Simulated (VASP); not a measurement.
Write the native input for VASP 6.6.1 that does the following.

```
Task                   : single point
Functional             : PBEsol
Potentials or basis    : VASP PAW PBE potentials, release 64 (Be)
Cutoff                 : 520 eV
k mesh                 : 6 × 6 × 10
Occupations            : gaussian, width 0.1 eV
Spin                   : no spin polarisation
Dipole correction      : no
Further INCAR settings : ALGO = Normal; EDIFF = 1e-07; NBANDS = 12
```

The structure of Be lies in POSCAR:

```
Be
1.0
    3.6441094303      0.0000000000      0.0000000000
    0.0000000000      3.6441094303      0.0000000000
    0.0000000000      0.0000000000      2.2187474375
Be
4
Direct
    0.2974080000      0.2974080000      0.0000000000
    0.7025920000      0.7025920000      0.0000000000
    0.2025920000      0.7974080000      0.5000000000
    0.7974080000      0.2025920000      0.5000000000
```

One way to write it, as run:

INCAR

```
  PREC = Accurate
  ENCUT = 520
  EDIFF = 1E-7
  ISMEAR = 0
  SIGMA = 0.1
  LREAL = False
  LASPH = True
  NELM = 60
  ALGO = Normal
  ISIF = 2
  LWAVE = False
  LCHARG = False
  GGA = PS
  NBANDS = 12
```

KPOINTS

```
Automatic mesh
0
Gamma
  6 6 10
```

Potentials or basis: VASP PAW PBE potentials, release 64 (Be).

Command:

```console
$ cat potpaw_PBE.64/Be/POTCAR > POTCAR
$ mpirun -np 1 vasp_std > vasp.out
```

It gave:

```json
{"Pressure": "10.7 GPa", "Largest force": "0.053 eV/Å", "Band gap on the k mesh": "zero (band 4 reaches 8.51 eV, above the bottom of band 5 at 6.56 eV)"}
```

Caveat: the PAW data sets were made with another functional, which shifts forces and pressure a little.

Run time: 9.3 s on 1 thread of Intel Xeon 6975P-C (shared host), peak memory 0.14 GiB.
